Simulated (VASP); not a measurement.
# PbS (I4/mmm) in VASP: single point with PBE

Aim: the single point of PbS with PBE.

Program: VASP 6.6.1. These are calculated values, not measurements. Logs are shortened: lines on timing, memory, paths and dates and some standing lists are left out, and cuts for length are marked.

## (1) The cell of the first run

The structure is tetragonal, space group I4/mmm (No. 139). Conventional cell: a = 4.225 Å, b = 4.225 Å, c = 6.210 Å, α = 90.00°, β = 90.00°, γ = 90.00°. Pb (site symmetry 4/mmm) has 6 S at 2.99 to 3.11 Å within 3.9 Å. S (site symmetry 4/mmm) has 6 Pb at 2.99 to 3.11 Å within 3.9 Å.

## (2) Single point, PBE (uniaxial z strain +4.0%)

Input file INCAR:

```
  PREC = Accurate
  ENCUT = 520
  EDIFF = 1E-6
  ISMEAR = -1
  SIGMA = 0.02
  LREAL = False
  LASPH = True
  NELM = 80
  ALGO = Normal
  ISIF = 2
  LWAVE = False
  LCHARG = True
  GGA = PE
  LELF = True
  LVHAR = True
  NBANDS = 17
```

Input file KPOINTS:

```
regular mesh
0
Gamma
  8 8 8
```

Input file POSCAR:

```
PbS
1.0
    0.0000000000      2.9872326819      3.1052283729
    2.9872326819      0.0000000000      3.1052283729
    2.9872326819      2.9872326819      0.0000000000
Pb S
1 1
Direct
    0.0000000000      0.0000000000      0.0000000000
    0.5000000000      0.5000000000      0.5000000000
```

Potentials or basis: VASP PAW PBE potentials, release 64 (Pb_d, S).

Started as:

```console
> cat potpaw_PBE.64/Pb_d/POTCAR potpaw_PBE.64/S/POTCAR > POTCAR
> mpirun -np 1 vasp_std > vasp.out
```

OUTCAR:

```text
PREC = Accurate
   ENCUT = 520
   EDIFF = 1E-6
   ISMEAR = -1
   LREAL = False
   LASPH = True
   NELM = 80
   ISIF = 2
   GGA = PE

 ion  position               nearest neighbor table
   1  0.000  0.000  0.000-   2 2.99   2 2.99   2 2.99   2 2.99   2 3.11   2 3.11
   2  0.500  0.500  0.500-   1 2.99   1 2.99   1 2.99   1 2.99   1 3.11   1 3.11

  LATTYP: Found a body centered tetragonal cell.
 ALAT       =     4.2245849727
 C/A-ratio  =     1.4700749981

  Lattice vectors:

 A1 = (  -2.9872326819,   0.0000000000,   3.1052283729)
 A2 = (   2.9872326819,   0.0000000000,   3.1052283729)
 A3 = (   0.0000000000,   2.9872326819,  -3.1052283729)

Analysis of symmetry for initial positions (statically):
=====================================================================
 Subroutine PRICEL returns:
 Original cell was already a primitive cell.

 Routine SETGRP: Setting up the symmetry group for a
 body centered tetragonal supercell.

 Subroutine GETGRP returns: Found 16 space group operations
 (whereof 16 operations were pure point group operations)
 out of a pool of 16 trial point group operations.

The static configuration has the point symmetry D_4h.

Analysis of symmetry for dynamics (positions and initial velocities):
=====================================================================
 Subroutine PRICEL returns:
 Original cell was already a primitive cell.

 Routine SETGRP: Setting up the symmetry group for a
 body centered tetragonal supercell.

 Subroutine GETGRP returns: Found 16 space group operations
 (whereof 16 operations were pure point group operations)
 out of a pool of 16 trial point group operations.

The dynamic configuration has the point symmetry D_4h.

 Subroutine INISYM returns: Found 16 space group operations
 (whereof 16 operations are pure point group operations),
 and found     1 'primitive' translations

----------------------------------------------------------------------------------------

                                     Primitive cell

  volume of cell :      55.4194

  direct lattice vectors                    reciprocal lattice vectors
     0.000000000  2.987232682  3.105228373    -0.167378994  0.167378994  0.161018753
     2.987232682  0.000000000  3.105228373     0.167378994 -0.167378994  0.161018753
[... 74 lines left out ...]
   NGXF,Y,Z  is equivalent  to a cutoff of  24.69, 24.69, 25.19 a.u.
 SYSTEM =  unknown system
   PREC   = accura    normal or accurate (medium, high low for compatibility)
   ISTART =      0    job   : 0-new  1-cont  2-samecut
   ICHARG =      2    charge: 1-file 2-atom 10-const
   ISPIN  =      1    spin polarized calculation?
   LNONCOLLINEAR =      F non collinear calculations
   LSORBIT =      F    spin-orbit coupling
   LASPH  =      T    aspherical Exc in radial PAW
   ENCUT  =  520.0 eV  38.22 Ry    6.18 a.u.   8.01  8.01  7.85*2*pi/ulx,y,z
   NELM   =     80;   NELMIN=  2; NELMDL= -5     # of ELM steps
   EDIFF  = 0.1E-05   stopping-criterion for ELM
   LREAL  =      F    real-space projection
   EDIFFG = 0.1E-04   stopping-criterion for IOM
   NSW    =      0    number of steps for IOM
   IBRION =     -1    ionic relax: 0-MD 1-quasi-New 2-CG
   NFREE  =      0    steps in history (QN), initial steepest desc. (CG)
   ISIF   =      2    stress and relaxation
   ISYM   =      2    0-nonsym 1-usesym 2-fastsym
   POTIM  = 0.5000    time-step for ionic-motion
   TEBEG  =    0.0;   TEEND  =   0.0 temperature during run
   PSTRESS=    0.0 pullay stress
   NELECT =      20.0000    total number of electrons
   NUPDOWN=      -1.0000    fix difference up-down
   EMIN   =  10.00;   EMAX   =-10.00  energy-range for DOS
   EFERMI =   0.00;   METHOD = LEGACY
   ISMEAR =    -1;   SIGMA  =   0.02  broadening in eV -4-tet -1-fermi 0-gaus
   EFERMI_NEDOS =   21; number of points for ismear=-14 and -15
   IALGO  =     38    algorithm
   IMIX   =      4    mixing-type and parameters
     AMIX     =   0.40;   BMIX     =  1.00
     AMIX_MAG =   1.60;   BMIX_MAG =  1.00
  volume/ion in A,a.u.               =      27.71       186.99
  Fermi-wavevector in a.u.,A,eV,Ry     =   1.165550  2.202570 18.483610  1.358507
  Thomas-Fermi vector in A             =   2.302074
   LORBIT       =      0    0 simple, 1 ext, 2 COOP (PROOUT), +10 PAW based schemes
   GGA     = PE    functional components
   LHFCALC =     F    Hartree Fock is set to
   AEXX    =    0.0000 exact exchange contribution
   IVDW    =     0    specifies the selected vdW correction
   LEPSILON=     F    determine dielectric tensor
   LRPA    =     F    only Hartree local field effects (RPA)
 non-spin polarized calculation
  energy-cutoff  :      520.00
  volume of cell :       55.42
 maximum number of plane-waves:      1512
   NGX = 17   NGY = 17   NGZ = 15

 number of electron      20.0000004 magnetization

 Free energy of the ion-electron system (eV)
  ---------------------------------------------------
  ext. energy  EPLUGINS =         0.00000000
  ---------------------------------------------------
  free energy    TOTEN  =        -8.74987661 eV

  energy without entropy =       -8.74987660  energy(sigma->0) =       -8.74987661

 E-fermi :   5.2884     XC(G=0):  -9.3988

 val. band max:        5.0213583813   @ k =   0.5000   0.0000   0.0000
 cond. band min:       5.5554480388   @ k =   0.5000   0.0000   0.0000
 fundamental gap:      0.5340896575
 Fermi energy:         5.2883912538

 k-point     1 :       0.0000    0.0000    0.0000
  band No.  band energies     occupation
      1     -11.6898      2.00000
      2     -11.6898      2.00000
      3     -11.6854      2.00000
      4     -11.6767      2.00000
      5     -11.6531      2.00000
      6      -8.0266      2.00000
[... 457 lines left out ...]
      4     -11.6614      2.00000
      5     -11.6428      2.00000
      6      -7.1837      2.00000
[... 9 lines left out ...]
     16      14.8920      0.00000
     17      16.3212      0.00000

 [... further k-points ...]
[... 5 lines left out ...]
  --------------------------------------------------------------------------------------
  -------------------------------------------------------------------------------------
  Total        0.0688732      0.0688732     -1.1347330      0.0000000     -0.0000000      0.0000000
  in kB        1.9911287      1.9911287    -32.8051952      0.0000000     -0.0000000      0.0000000
  external PRESSURE =      -9.6076459 kB  Pullay stress =       0.0000000 kB

 VOLUME and BASIS-vectors are now :
 -----------------------------------------------------------------------------
  energy-cutoff  :      520.00
  volume of cell :       55.42
      direct lattice vectors                 reciprocal lattice vectors
     0.000000000  2.987232682  3.105228373    -0.167378994  0.167378994  0.161018753
     2.987232682  0.000000000  3.105228373     0.167378994 -0.167378994  0.161018753
     2.987232682  2.987232682  0.000000000     0.167378994  0.167378994 -0.161018753

 POSITION                                       TOTAL-FORCE (eV/Angst)
 -----------------------------------------------------------------------------------
      0.00000      0.00000      0.00000         0.000000     -0.000000     -0.000000
      2.98723      2.98723      3.10523        -0.000000      0.000000      0.000000
 -----------------------------------------------------------------------------------
    total drift:                                0.000000     -0.000000     -0.000000

  FREE ENERGIE OF THE ION-ELECTRON SYSTEM (eV)
  ---------------------------------------------------
  free  energy   TOTEN  =        -8.7498766139 eV

  energy  without entropy=       -8.7498765997  energy(sigma->0) =       -8.74987661
```

stdout:

```text
POSCAR found type information on POSCAR PbS
 POSCAR found :  2 types and       2 ions
 scaLAPACK will be used
 LDA part: xc-table for (Slater+PW92), standard interpolation
 POSCAR, INCAR and KPOINTS ok, starting setup
 FFT: planning ... GRIDC
 FFT: planning ... GRID_SOFT
 FFT: planning ... GRID
 WAVECAR not read
 entering main loop
```

Run time: 31 s. Hardware: 1 thread of Intel Xeon Platinum 8488C (Sapphire Rapids), shared host; peak memory 0.2 GiB.

What came out:

```
Free energy            : -8.7499 eV
Pressure               : -1.0 GPa
Band gap on the k mesh : 0.53 eV, direct
```

Levels at points of the mesh, in eV from the valence-band top:
| k point | band 7 | band 8 | band 9 | band 10 | band 11 | band 12 | band 13 | band 14 |
| --- | --- | --- | --- | --- | --- | --- | --- | --- |
| (0.00, 0.00, 0.00) | -6.10 | -1.95 | -1.95 | -1.66 | 4.55 | 5.34 | 5.34 | 6.76 |
| (0.50, 0.00, 0.00) | -8.49 | -1.55 | -1.47 | 0.00 | 0.53 | 2.02 | 2.22 | 8.61 |
| (0.50, 0.50, 0.00) | -6.97 | -4.61 | -2.99 | -2.99 | 4.25 | 5.11 | 5.64 | 5.64 |
| (0.50, 0.00, 0.50) | -7.14 | -4.69 | -3.24 | -2.86 | 4.11 | 5.03 | 5.55 | 5.81 |

Caveat: the cell differs from its parent crystal (uniaxial z strain +4.0%); spin-orbit coupling is left out, which moves the levels of the heavy elements. A k mesh can miss the band edges.
